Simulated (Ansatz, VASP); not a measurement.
**HfAl5N6: VASP beside Ansatz**

```
Hf Al N
1.0
     2.93102    0.00000    0.00000
    -1.46551    2.53833    0.00000
     0.00000    0.00000   14.59193
Hf Al N
1 5 6
Direct
  0.00000 0.00000 0.50000
  0.33333 0.66667 0.83933
  0.66667 0.33333 0.67833
  0.33333 0.66667 0.32167
  0.66667 0.33333 0.16067
  0.00000 0.00000 0.00000
  0.00000 0.00000 0.75910
  0.33333 0.66667 0.60116
  0.66667 0.33333 0.39884
  0.00000 0.00000 0.24090
  0.33333 0.66667 0.08032
  0.66667 0.33333 0.91968
```

Alike in both runs: task relaxation of cell and atoms; functional PBE; k mesh 6 × 6 × 2; occupations gaussian, width 0.1 eV; no spin polarisation.

|  | VASP | Ansatz |
| --- | --- | --- |
| version | VASP 6.6.1 | Ansatz 0.2.0 |
| potentials or method | VASP PAW PBE potentials, release 64 (Hf_pv, Al, N), cutoff 600 eV | scalar-relativistic, plane waves, PAW |
| valence electrons in the cell | 55 | 71 |

```tsv
	VASP	Ansatz	Ansatz less VASP
gap on the k mesh at the Fermi level, each at its own relaxed structure (eV)	none	none	-
relaxed volume (Å³/atom)	9.01	9.05	+0.033
relaxed length of the cell vector where the two differ most in proportion (Å)	14.572	14.592	+0.0201
```

A gap of «none» marks a metal or a gap that the smearing closes. VASP's potentials hold 55 valence electrons a cell and Ansatz's 71, so a difference there can come from the potentials and not from the codes.

The k mesh is coarse, so the values compare programs but aren't converged. Neither program's run includes spin-orbit coupling.
